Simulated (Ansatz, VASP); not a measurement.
This is a calculation of Sn3Se for VASP 6.6.1.

File INCAR:

```
PREC = Accurate
ENCUT = 520
EDIFF = 1E-7
ISMEAR = -1
SIGMA = 0.05
LREAL = F
LASPH = T
NELM = 100
ALGO = Normal
ISIF = 2
LWAVE = F
LCHARG = T
GGA = CA
LELF = T
LVHAR = T
NBANDS = 32
```

File KPOINTS:

```
regular mesh
0
Gamma
  6 6 6
```

File POSCAR:

```
Sn3Se
1.0
    0.0000000000      3.6826840043      3.6826840043
    3.6826840043      0.0000000000      3.6826840043
    3.6826840043      3.6826840043      0.0000000000
Sn Se
3 1
Direct
    0.5000000000      0.5000000000      0.5000000000
    0.7500000000      0.7500000000      0.7500000000
    0.2500000000      0.2500000000      0.2500000000
    0.0000000000      0.0000000000      0.0000000000
```

Potentials or basis: VASP PAW LDA potentials, release 64 (Sn_d, Se).

The run is started by

```console
$ cat potpaw_LDA.64/Sn_d/POTCAR potpaw_LDA.64/Se/POTCAR > POTCAR
$ mpirun -np 1 vasp_std > vasp.out
```

Q: Set up the same calculation for Ansatz 0.2.0. Potentials there: all-electron LAPW, scalar-relativistic.

A: As run (the cutoff follows the program's own potentials):

File input.yaml:

```yaml
crystal:
  lattice:
    - [0.0, 3.6826840043, 3.6826840043]
    - [3.6826840043, 0.0, 3.6826840043]
    - [3.6826840043, 3.6826840043, 0.0]
  atoms:
    - { symbol: Sn, position: [0.5, 0.5, 0.5] }
    - { symbol: Sn, position: [0.75, 0.75, 0.75] }
    - { symbol: Sn, position: [0.25, 0.25, 0.25] }
    - { symbol: Se, position: [0.0, 0.0, 0.0] }
kpoints:
  mp_grid: { grid: [6, 6, 6] }
scf:
  occupations: { method: fermi_dirac, width: 0.05 }
hamiltonian:
  xc: lda
  pseudopotentials: { kind: all_electron, lapw: { basis_error: 0.002 } }
output:
  forces: true
  stress: true
  eigenvalues: true
```

Potentials or basis: all-electron LAPW, scalar-relativistic.

Command:

```bash
$ ansatz run input.yaml --threads 2 --pin off --max-ram 8192MiB --backend cpu --events-out ev --progress --plain --runs-dir out
```

Both were run:

|  | VASP | Ansatz | Ansatz less VASP |
| --- | --- | --- | --- |
| gap on the k mesh at the Fermi level (eV) | none | none | - |
| pressure (GPa) | -2.6 | -2.6 | 0.00 |

LDA's correlation is that of Perdew and Zunger in VASP and of Perdew and Wang (1992) in Ansatz. A gap of «none» marks a metal or a gap that the smearing closes. Ansatz ran all-electron here, and VASP with PAW potentials.
